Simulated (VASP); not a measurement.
# CdS (P6_3mc) in VASP: a series of runs

CdS is run at these levels: PBE; tasks: single point, relaxation of shape and atoms at fixed volume.

All numbers are computed with VASP 6.6.1; they aren't measurements. Logs are shortened: lines on timing, memory, paths and dates and some standing lists are left out, and cuts for length are marked.

## Step 1: The cell of the first run

Symmetry: P6_3mc, No. 186, hexagonal system. Conventional cell: a = 4.144 Å, b = 4.144 Å, c = 6.721 Å, α = 90.00°, β = 90.00°, γ = 120.00°. Cd (site symmetry 3m) has 4 S at 2.53 Å within 3.3 Å. S (site symmetry 3m) has 4 Cd at 2.53 Å within 3.3 Å.

## Step 2: Single point, PBE

File INCAR:

```
SYSTEM = CdS
  PREC = Accurate
  ENCUT = 520
  EDIFF = 1E-7
  ISMEAR = 0
  SIGMA = 0.05
  LREAL = .False.
  LASPH = .True.
  NELM = 100
  ALGO = Normal
  ISIF = 2
  LWAVE = .False.
  LCHARG = .False.
  GGA = PE
  NBANDS = 26
```

File KPOINTS:

```
regular mesh
0
Gamma
  10 10 6
  0 0 0
```

File POSCAR:

```
CdS
1.0
    4.1435162022      0.0000000000      0.0000000000
   -2.0717581011      3.5883902921      0.0000000000
    0.0000000000      0.0000000000      6.7206336677
Cd S
2 2
Direct
    0.3333333333      0.6666666667      0.0039225639
    0.6666666667      0.3333333333      0.5039225639
    0.3333333333      0.6666666667      0.3810774361
    0.6666666667      0.3333333333      0.8810774361
```

Potentials or basis: VASP PAW PBE potentials, release 64 (Cd, S).

Command:

```sh
cat potpaw_PBE.64/Cd/POTCAR potpaw_PBE.64/S/POTCAR > POTCAR
mpirun -np 1 vasp_std > vasp.out
```

OUTCAR:

```text
SYSTEM = CdS
   PREC = Accurate
   ENCUT = 520
   EDIFF = 1E-7
   ISMEAR = 0
   LREAL = .False.
   LASPH = .True.
   NELM = 100
   ISIF = 2
   GGA = PE

 ion  position               nearest neighbor table
   1  0.333  0.667  0.004-   4 2.53   4 2.53   4 2.53   3 2.53
   2  0.667  0.333  0.504-   3 2.53   3 2.53   3 2.53   4 2.53
   3  0.333  0.667  0.381-   2 2.53   2 2.53   2 2.53   1 2.53
   4  0.667  0.333  0.881-   1 2.53   1 2.53   1 2.53   2 2.53

  LATTYP: Found a hexagonal cell.
 ALAT       =     4.1435162022
 C/A-ratio  =     1.6219638924

  Lattice vectors:

 A1 = (   4.1435162022,   0.0000000000,   0.0000000000)
 A2 = (  -2.0717581011,   3.5883902921,   0.0000000000)
 A3 = (   0.0000000000,   0.0000000000,   6.7206336677)

Analysis of symmetry for initial positions (statically):
=====================================================================
 Subroutine PRICEL returns:
 Original cell was already a primitive cell.

 Routine SETGRP: Setting up the symmetry group for a
 hexagonal supercell.

 Subroutine GETGRP returns: Found 12 space group operations
 (whereof  6 operations were pure point group operations)
 out of a pool of 24 trial point group operations.

The static configuration has the point symmetry C_3v.
 The point group associated with its full space group is C_6v.

Analysis of symmetry for dynamics (positions and initial velocities):
=====================================================================
 Subroutine PRICEL returns:
 Original cell was already a primitive cell.

 Routine SETGRP: Setting up the symmetry group for a
 hexagonal supercell.

 Subroutine GETGRP returns: Found 12 space group operations
 (whereof  6 operations were pure point group operations)
 out of a pool of 24 trial point group operations.

The dynamic configuration has the point symmetry C_3v.
 The point group associated with its full space group is C_6v.

 Subroutine INISYM returns: Found 12 space group operations
 (whereof  6 operations are pure point group operations),
 and found     1 'primitive' translations

----------------------------------------------------------------------------------------

                                     Primitive cell

  volume of cell :      99.9261

  direct lattice vectors                    reciprocal lattice vectors
     4.143516202  0.000000000  0.000000000     0.241340917  0.139338243  0.000000000
    -2.071758101  3.588390292  0.000000000     0.000000000  0.278676487  0.000000000
     0.000000000  0.000000000  6.720633668     0.000000000  0.000000000  0.148795493

  length of vectors
     4.143516202  4.143516202  6.720633668     0.278676487  0.278676487  0.148795493

  position of ions in fractional coordinates (direct lattice)
     0.333333333  0.666666667  0.003922564
     0.666666667  0.333333333  0.503922564
     0.333333333  0.666666667  0.381077436
     0.666666667  0.333333333  0.881077436

  ion indices of the primitive-cell ions
   primitive index   ion index
                 1           1
                 2           2
                 3           3
                 4           4

----------------------------------------------------------------------------------------

 KPOINTS: regular mesh

Automatic generation of k-mesh.
 Grid dimensions read from file:
 generate k-points for:   10   10    6

 Generating k-lattice:

  Cartesian coordinates                     Fractional coordinates (reciprocal lattice)
     0.024134092  0.013933824  0.000000000     0.100000000 -0.000000000  0.000000000
     0.000000000  0.027867649  0.000000000     0.000000000  0.100000000  0.000000000
     0.000000000  0.000000000  0.024799249     0.000000000  0.000000000  0.166666667

  Length of vectors
     0.027867649  0.027867649  0.024799249

  Shift w.r.t. Gamma in fractional coordinates (k-lattice)
     0.000000000  0.000000000  0.000000000

 Subroutine IBZKPT returns following result:
 ===========================================

 Found     56 irreducible k-points:

 Following reciprocal coordinates:
            Coordinates               Weight
  0.000000  0.000000  0.000000      1.000000
  0.100000 -0.000000  0.000000      6.000000
  0.200000 -0.000000  0.000000      6.000000
  0.300000  0.000000  0.000000      6.000000
  0.400000 -0.000000  0.000000      6.000000
  0.500000  0.000000  0.000000      3.000000
[... 16 lines left out ...]
  0.300000  0.100000  0.166667     24.000000
  0.400000  0.100000  0.166667     24.000000
 [... further k-points ...]
   k-points           NKPTS =     56   k-points in BZ     NKDIM =     56   number of bands    NBANDS=     26
   number of dos      NEDOS =    301   number of ions     NIONS =      4
   total plane-waves  NPLWV =  51200
   dimension x,y,z NGX =    32 NGY =   32 NGZ =   50
   dimension x,y,z NGXF=    64 NGYF=   64 NGZF=  100
   ions per type =               2   2
   NGX,Y,Z   is equivalent  to a cutoff of  12.84, 12.84, 12.37 a.u.
   NGXF,Y,Z  is equivalent  to a cutoff of  25.68, 25.68, 24.74 a.u.
 SYSTEM =  CdS
   PREC   = accura    normal or accurate (medium, high low for compatibility)
   ISTART =      0    job   : 0-new  1-cont  2-samecut
   ICHARG =      2    charge: 1-file 2-atom 10-const
   ISPIN  =      1    spin polarized calculation?
   LNONCOLLINEAR =      F non collinear calculations
   LSORBIT =      F    spin-orbit coupling
   LASPH  =      T    aspherical Exc in radial PAW
   ENCUT  =  520.0 eV  38.22 Ry    6.18 a.u.   7.70  7.70 12.50*2*pi/ulx,y,z
   NELM   =    100;   NELMIN=  2; NELMDL= -5     # of ELM steps
   EDIFF  = 0.1E-06   stopping-criterion for ELM
   LREAL  =      F    real-space projection
   EDIFFG = 0.1E-05   stopping-criterion for IOM
   NSW    =      0    number of steps for IOM
   IBRION =     -1    ionic relax: 0-MD 1-quasi-New 2-CG
   NFREE  =      0    steps in history (QN), initial steepest desc. (CG)
   ISIF   =      2    stress and relaxation
   ISYM   =      2    0-nonsym 1-usesym 2-fastsym
   POTIM  = 0.5000    time-step for ionic-motion
   TEBEG  =    0.0;   TEEND  =   0.0 temperature during run
   PSTRESS=    0.0 pullay stress
   NELECT =      36.0000    total number of electrons
   NUPDOWN=      -1.0000    fix difference up-down
   EMIN   =  10.00;   EMAX   =-10.00  energy-range for DOS
   EFERMI =   0.00;   METHOD = LEGACY
   ISMEAR =     0;   SIGMA  =   0.05  broadening in eV -4-tet -1-fermi 0-gaus
   EFERMI_NEDOS =   21; number of points for ismear=-14 and -15
   IALGO  =     38    algorithm
   IMIX   =      4    mixing-type and parameters
     AMIX     =   0.40;   BMIX     =  1.00
     AMIX_MAG =   1.60;   BMIX_MAG =  1.00
  volume/ion in A,a.u.               =      24.98       168.58
  Fermi-wavevector in a.u.,A,eV,Ry     =   1.164884  2.201312 18.462490  1.356955
  Thomas-Fermi vector in A             =   2.301417
   LORBIT       =      0    0 simple, 1 ext, 2 COOP (PROOUT), +10 PAW based schemes
   GGA     = PE    functional components
   LHFCALC =     F    Hartree Fock is set to
   AEXX    =    0.0000 exact exchange contribution
   IVDW    =     0    specifies the selected vdW correction
   LEPSILON=     F    determine dielectric tensor
   LRPA    =     F    only Hartree local field effects (RPA)
 non-spin polarized calculation
 Gauss-broadening in eV      SIGMA  =   0.05
  energy-cutoff  :      520.00
  volume of cell :       99.93
 maximum number of plane-waves:      2731
 NGX is ok and might be reduce to    32
   NGX = 15   NGY = 15   NGZ = 25

 number of electron      36.0000001 magnetization

 Free energy of the ion-electron system (eV)
  ---------------------------------------------------
  ext. energy  EPLUGINS =         0.00000000
  ---------------------------------------------------
  free energy    TOTEN  =       -12.25984458 eV

  energy without entropy =      -12.25984458  energy(sigma->0) =      -12.25984458

 E-fermi :   1.4550     XC(G=0):  -9.1109

 val. band max:        1.2487344628   @ k =   0.0000   0.0000   0.0000
 cond. band min:       2.4664359830   @ k =   0.0000   0.0000   0.0000
 fundamental gap:      1.2177015202
 Fermi energy:         1.4549888133

 k-point     1 :       0.0000    0.0000    0.0000
  band No.  band energies     occupation
      1     -11.0783      2.00000
      2     -10.6506      2.00000
      3      -6.4282      2.00000
      4      -6.4230      2.00000
      5      -6.4230      2.00000
      6      -6.3397      2.00000
[... 18 lines left out ...]
     25       8.8296      0.00000
     26       8.9758      0.00000

 k-point     2 :       0.1000   -0.0000    0.0000
  band No.  band energies     occupation
      1     -11.0430      2.00000
      2     -10.6351      2.00000
      3      -6.4191      2.00000
      4      -6.4083      2.00000
      5      -6.3946      2.00000
      6      -6.3233      2.00000
[... 18 lines left out ...]
     25       8.8764      0.00000
     26       9.0478      0.00000

 k-point     3 :       0.2000   -0.0000    0.0000
  band No.  band energies     occupation
      1     -10.9480      2.00000
      2     -10.5964      2.00000
      3      -6.3862      2.00000
      4      -6.3728      2.00000
      5      -6.3200      2.00000
      6      -6.2689      2.00000
[... 18 lines left out ...]
     25       8.9270      0.00000
     26       9.6347      0.00000

 k-point     4 :       0.3000    0.0000    0.0000
  band No.  band energies     occupation
      1     -10.8235      2.00000
      2     -10.5548      2.00000
      3      -6.3533      2.00000
      4      -6.3373      2.00000
      5      -6.2296      2.00000
      6      -6.1986      2.00000
[... 18 lines left out ...]
     25       9.5263      0.00000
     26       9.8466      0.00000
[... 496 lines left out ...]
      1     -10.8459      2.00000
      2     -10.5860      2.00000
      3      -6.3518      2.00000
      4      -6.3457      2.00000
      5      -6.2601      2.00000
      6      -6.2430      2.00000
[... 18 lines left out ...]
     25       9.2183      0.00000
     26       9.8046      0.00000

 k-point    23 :       0.3000    0.1000    0.1667
  band No.  band energies     occupation
      1     -10.7322      2.00000
      2     -10.5489      2.00000
      3      -6.3295      2.00000
      4      -6.3173      2.00000
      5      -6.2033      2.00000
      6      -6.1786      2.00000
[... 18 lines left out ...]
     25       9.3842      0.00000
     26      10.1893      0.00000

 k-point    24 :       0.4000    0.1000    0.1667
  band No.  band energies     occupation
      1     -10.6523      2.00000
      2     -10.5358      2.00000
      3      -6.3233      2.00000
      4      -6.3013      2.00000
      5      -6.1676      2.00000
      6      -6.1425      2.00000
[... 18 lines left out ...]
     25       9.6314      0.00000
     26      10.8882      0.00000

 [... further k-points ...]

------------------------ aborting loop because EDIFF is reached ----------------------------------------

  FORCE on cell =-STRESS in cart. coord.  units (eV):
  Direction    XX          YY          ZZ          XY          YZ          ZX
  --------------------------------------------------------------------------------------
  -------------------------------------------------------------------------------------
  Total        1.6889484      1.6889484      1.8158979      0.0000000      0.0000000      0.0000000
  in kB       27.0799611     27.0799611     29.1154207      0.0000000      0.0000000      0.0000000
  external PRESSURE =      27.7584476 kB  Pullay stress =       0.0000000 kB

 VOLUME and BASIS-vectors are now :
 -----------------------------------------------------------------------------
  energy-cutoff  :      520.00
  volume of cell :       99.93
      direct lattice vectors                 reciprocal lattice vectors
     4.143516202  0.000000000  0.000000000     0.241340917  0.139338243  0.000000000
    -2.071758101  3.588390292  0.000000000     0.000000000  0.278676487  0.000000000
     0.000000000  0.000000000  6.720633668     0.000000000  0.000000000  0.148795493

 POSITION                                       TOTAL-FORCE (eV/Angst)
 -----------------------------------------------------------------------------------
     -0.00000      2.39226      0.02636        -0.000000     -0.000000     -0.003707
      2.07176      1.19613      3.38668         0.000000      0.000000     -0.003707
     -0.00000      2.39226      2.56108         0.000000     -0.000000      0.003707
      2.07176      1.19613      5.92140        -0.000000      0.000000      0.003707
 -----------------------------------------------------------------------------------
    total drift:                               -0.000000     -0.000000      0.000106

  FREE ENERGIE OF THE ION-ELECTRON SYSTEM (eV)
  ---------------------------------------------------
  free  energy   TOTEN  =       -12.2598445791 eV

  energy  without entropy=      -12.2598445791  energy(sigma->0) =      -12.25984458
```

It took 3 min on 1 thread of Oxide Virtual Turin-like, shared host; peak memory 0.25 GiB.

What came out:

```
Free energy            : -12.2598 eV
Pressure               : 2.8 GPa
Largest force          : 0.004 eV/Å
Band gap on the k mesh : 1.22 eV
```

Forces in eV/Å, atoms in the order of the input:
```
Cd   0.000  0.000 -0.004
Cd   0.000  0.000 -0.004
S    0.000  0.000  0.004
S    0.000  0.000  0.004
```

Levels at points of the mesh, in eV from the valence-band top:
| k point | band 15 | band 16 | band 17 | band 18 | band 19 | band 20 | band 21 | band 22 |
| --- | --- | --- | --- | --- | --- | --- | --- | --- |
| (0.00, 0.00, 0.00) | -0.75 | -0.03 | 0.00 | 0.00 | 1.22 | 2.78 | 6.47 | 6.47 |
| (0.50, 0.00, 0.00) | -2.62 | -1.87 | -1.28 | -0.75 | 3.73 | 3.88 | 5.12 | 6.42 |
| (0.00, 0.00, 0.50) | -0.39 | -0.39 | -0.39 | -0.39 | 2.85 | 2.85 | 6.20 | 6.20 |
| (0.50, 0.00, 0.50) | -1.34 | -1.34 | -1.31 | -1.31 | 3.50 | 3.50 | 5.38 | 5.38 |

PBE gaps usually lie below the measured ones, often by a third to a half.

## Step 3: Single point, PBE

File INCAR:

```
PREC = Accurate
ENCUT = 520
EDIFF = 1E-6
ISMEAR = 0
SIGMA = 0.05
LREAL = F
LASPH = T
NELM = 80
ALGO = Normal
ISIF = 2
LWAVE = F
LCHARG = F
GGA = PE
NBANDS = 26
```

File KPOINTS:

```
Automatic mesh
0
Gamma
  10 10 6
```

POSCAR is that of step 2.

Potentials or basis: VASP PAW PBE potentials, release 64 (Cd, S).

Command:

```sh
cat potpaw_PBE.64/Cd/POTCAR potpaw_PBE.64/S/POTCAR > POTCAR
mpirun -np 1 vasp_std > vasp.out
```

OUTCAR:

```text
PREC = Accurate
   ENCUT = 520
   EDIFF = 1E-6
   ISMEAR = 0
   LREAL = F
   LASPH = T
   NELM = 80
   ISIF = 2
   GGA = PE

 ion  position               nearest neighbor table
   1  0.333  0.667  0.004-   4 2.53   4 2.53   4 2.53   3 2.53
   2  0.667  0.333  0.504-   3 2.53   3 2.53   3 2.53   4 2.53
   3  0.333  0.667  0.381-   2 2.53   2 2.53   2 2.53   1 2.53
   4  0.667  0.333  0.881-   1 2.53   1 2.53   1 2.53   2 2.53

  LATTYP: Found a hexagonal cell.
 ALAT       =     4.1435162022
[... 895 lines left out ...]

  FORCE on cell =-STRESS in cart. coord.  units (eV):
  Direction    XX          YY          ZZ          XY          YZ          ZX
  --------------------------------------------------------------------------------------
  -------------------------------------------------------------------------------------
  Total        1.6831315      1.6831315      1.8099170      0.0000000      0.0000000      0.0000000
  in kB       26.9866945     26.9866945     29.0195255      0.0000000      0.0000000      0.0000000
  external PRESSURE =      27.6643049 kB  Pullay stress =       0.0000000 kB

 VOLUME and BASIS-vectors are now :
 -----------------------------------------------------------------------------
  energy-cutoff  :      520.00
  volume of cell :       99.93
      direct lattice vectors                 reciprocal lattice vectors
     4.143516202  0.000000000  0.000000000     0.241340917  0.139338243  0.000000000
    -2.071758101  3.588390292  0.000000000     0.000000000  0.278676487  0.000000000
     0.000000000  0.000000000  6.720633668     0.000000000  0.000000000  0.148795493

 POSITION                                       TOTAL-FORCE (eV/Angst)
 -----------------------------------------------------------------------------------
     -0.00000      2.39226      0.02636        -0.000000     -0.000000     -0.003692
      2.07176      1.19613      3.38668         0.000000     -0.000000     -0.003692
     -0.00000      2.39226      2.56108        -0.000000     -0.000000      0.003692
      2.07176      1.19613      5.92140         0.000000      0.000000      0.003692
 -----------------------------------------------------------------------------------
    total drift:                               -0.000000     -0.000000      0.000129

  FREE ENERGIE OF THE ION-ELECTRON SYSTEM (eV)
  ---------------------------------------------------
  free  energy   TOTEN  =       -12.2598447676 eV

  energy  without entropy=      -12.2598447676  energy(sigma->0) =      -12.25984477
```

stdout:

```text
POSCAR found type information on POSCAR CdS
 POSCAR found :  2 types and       4 ions
 scaLAPACK will be used
 LDA part: xc-table for (Slater+PW92), standard interpolation
 POSCAR, INCAR and KPOINTS ok, starting setup
 FFT: planning ... GRIDC
 FFT: planning ... GRID_SOFT
 FFT: planning ... GRID
 WAVECAR not read
 entering main loop
```

Wall time 95 s (1 thread of Oxide Virtual Turin-like, shared host); peak memory 0.25 GiB.

Results:

| Property | Result |
| --- | --- |
| Free energy | -12.2598 eV |
| Pressure | 2.8 GPa |
| Largest force | 0.004 eV/Å |
| Band gap on the k mesh | 1.22 eV |

Forces in eV/Å, atoms in the order of the input:
```
Cd   0.000  0.000 -0.004
Cd   0.000  0.000 -0.004
S    0.000  0.000  0.004
S    0.000  0.000  0.004
```

## Step 4: Relaxation of shape and atoms at fixed volume, PBE

File INCAR:

```
  PREC = Accurate
  ENCUT = 600
  EDIFF = 1E-6
  ISMEAR = 0
  SIGMA = 0.05
  LREAL = F
  LASPH = T
  NELM = 80
  ALGO = Normal
  ISIF = 4
  LWAVE = F
  LCHARG = F
  GGA = PE
  IBRION = 2
  NSW = 60
  EDIFFG = -0.02
```

File KPOINTS:

```
regular mesh
0
Gamma
  10 10 6
```

File POSCAR:

```
CdS
1.0
    4.1347992987      0.0000000000      0.0000000000
   -2.0673996494      3.5808412322      0.0000000000
    0.0000000000      0.0000000000      6.7490001556
Cd S
2 2
Direct
    0.3333333333      0.6666666667      0.0000000000
    0.6666666667      0.3333333333      0.5000000000
    0.3333333333      0.6666666667      0.3850000000
    0.6666666667      0.3333333333      0.8850000000
```

Command:

```sh
cat potpaw_PBE.64/Cd/POTCAR potpaw_PBE.64/S/POTCAR > POTCAR
mpirun -np 1 vasp_std > vasp.out
```

Wall time 6.4 min (1 thread of Oxide Virtual Turin-like, shared host); peak memory 0.31 GiB.

Results (log left out):

- Free energy: -12.2593 eV
- Energy gained by relaxing: 4.3 meV/atom
- Ionic steps: 5
- Pressure after relaxing: 2.7 GPa
- Largest force after relaxing: 0.015 eV/Å
- Band gap on the k mesh: 1.22 eV

Forces in eV/Å, atoms in the order of the input:
```
Cd   0.000  0.000  0.015
Cd   0.000  0.000  0.015
S    0.000  0.000 -0.015
S    0.000  0.000 -0.015
```

Stress tensor (GPa, compression positive):
```
2.68 0.00 0.00
0.00 2.68 0.00
0.00 0.00 2.87
```

The path:
| step | energy change (eV) | largest force (eV/Å) | pressure (GPa) | volume (Å³) |
| --- | --- | --- | --- | --- |
| 1 | 0.0000 | 0.2684 | 2.85 | 99.93 |
| 2 | -0.0153 | 0.0360 | 2.73 | 99.93 |
| 3 | -0.0153 | 0.0420 | 2.73 | 99.93 |
| 4 | -0.0159 | 0.0349 | 2.73 | 99.93 |
| 5 | -0.0172 | 0.0151 | 2.75 | 99.93 |

Final structure:
```
Cd S
1.0
     4.14784    0.00000    0.00000
    -2.07392    3.59213    0.00000
     0.00000    0.00000    6.70665
Cd S
2 2
Direct
  0.33333 0.66667 0.00325
  0.66667 0.33333 0.50325
  0.33333 0.66667 0.38175
  0.66667 0.33333 0.88175
```

Levels at points of the mesh, in eV from the valence-band top:
```csv
k point,band 15,band 16,band 17,band 18,band 19,band 20,band 21,band 22
"(0.00, 0.00, 0.00)",-0.75,-0.02,0.00,0.00,1.22,2.75,6.46,6.46
"(0.50, 0.00, 0.00)",-2.61,-1.87,-1.26,-0.76,3.73,3.86,5.14,6.44
"(0.00, 0.00, 0.50)",-0.39,-0.39,-0.39,-0.39,2.85,2.85,6.21,6.21
"(0.50, 0.00, 0.50)",-1.35,-1.35,-1.29,-1.29,3.51,3.51,5.38,5.38
```
